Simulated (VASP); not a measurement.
Wanted: the native input for a VASP 6.6.1 run.

| Item | Value |
| --- | --- |
| Task | single point |
| Functional | r2SCAN |
| Potentials or basis | VASP PAW PBE potentials, release 64 (Zn, Se) |
| Cutoff | 520 eV |
| k mesh | 8 × 8 × 8 |
| Occupations | gaussian, width 0.02 eV |
| Spin | no spin polarisation |
| Dipole correction | no |
| Further INCAR settings | ALGO = Normal; EDIFF = 1e-06; NBANDS = 16 |

Crystal: ZnSe.

```
Zn Se
1.0
     0.00000    2.80433    2.80433
     2.80433    0.00000    2.80433
     2.80433    2.80433    0.00000
Zn Se
1 1
Cartesian
  0.0000 0.0000 0.0000
  1.4022 1.4022 1.4022
```

This cell differs from its parent crystal: volume scaled by 0.97.

One way to write it, as run:

POSCAR

```
ZnSe
1.0
    0.0000000000      2.8043276899      2.8043276899
    2.8043276899      0.0000000000      2.8043276899
    2.8043276899      2.8043276899      0.0000000000
Zn Se
1 1
Direct
    0.0000000000      0.0000000000      0.0000000000
    0.2500000000      0.2500000000      0.2500000000
```

INCAR.step1

```
SYSTEM = ZnSe
PREC = Accurate
ENCUT = 520
ISMEAR = 0
SIGMA = 0.02
LREAL = .False.
LASPH = .True.
NELM = 100
NBANDS = 16
GGA = PE
ALGO = Normal
EDIFF = 1E-4
LWAVE = .True.
LCHARG = .False.
```

INCAR.step2

```
SYSTEM = ZnSe
PREC = Accurate
ENCUT = 520
EDIFF = 1E-6
ISMEAR = 0
SIGMA = 0.02
LREAL = .False.
LASPH = .True.
NELM = 100
ALGO = Normal
ISIF = 2
LWAVE = .False.
LCHARG = .True.
METAGGA = R2SCAN
LMIXTAU = .True.
LELF = .True.
LVHAR = .True.
NBANDS = 16
ISTART = 1
```

KPOINTS

```
regular mesh
0
Gamma
  8 8 8
  0 0 0
```

Potentials or basis: VASP PAW PBE potentials, release 64 (Zn, Se).

Command:

```console
$ cat potpaw_PBE.64/Zn/POTCAR potpaw_PBE.64/Se/POTCAR > POTCAR
$ cp INCAR.step1 INCAR
$ mpirun -np 1 vasp_std > vasp.out
$ cp INCAR.step2 INCAR
$ mpirun -np 1 vasp_std > vasp.out
```

Results of the run:

* Pressure: 2.2 GPa
* Band gap on the k mesh: 2.01 eV, direct

Caveat: the PAW data sets were made with another functional, which shifts forces and pressure a little.

It took 2.6 min on 1 thread of AMD EPYC 7571, on a shared host, peak memory 0.15 GiB.
